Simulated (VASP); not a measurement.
Input of a VASP 6.6.1 run:

File INCAR:

```
PREC = Accurate
ENCUT = 500
EDIFF = 1E-6
ISMEAR = -1
SIGMA = 0.02
LREAL = False
LASPH = True
NELM = 120
ALGO = Normal
ISIF = 2
LWAVE = False
LCHARG = True
GGA = PS
LELF = True
LVHAR = True
NBANDS = 28
GGA_COMPAT = False
```

The input KPOINTS:

```
Automatic mesh
0
Gamma
  3 3 3
```

POSCAR

```
Ba
1.0
   -4.1311950000      4.1311950000      3.8367700000
    4.1311950000     -4.1311950000      3.8367700000
    4.1311950000      4.1311950000     -3.8367700000
Ba
4
Direct
    0.8181400000      0.6818600000      0.5000000000
    0.6818600000      0.1818600000      0.8637200000
    0.1818600000      0.3181400000      0.5000000000
    0.3181400000      0.8181400000      0.1362800000
```

Potentials or basis: VASP PAW PBE potentials, release 64 (Ba_sv).

Command:

```sh
$ cat potpaw_PBE.64/Ba_sv/POTCAR > POTCAR
$ mpirun -np 1 vasp_std > vasp.out
```

Question: What does it give for the pressure?

Answer: -0.6 GPa.

Question: Predict the band gap on the k mesh.

Answer: Zero (bands 20 and 21 overlap by 0.06 eV).

Question: What does it give for the largest force?

Answer: 0.129 eV/Å.

Stress tensor (GPa, compression positive):
```
-0.53  0.00  0.00
 0.00 -0.53  0.00
 0.00  0.00 -0.61
```

Caveat: the k points lie up to 0.37 Å⁻¹ apart; the PAW data sets were made with another functional, which shifts forces and pressure a little; spin-orbit coupling is left out, which moves the levels of the heavy elements.
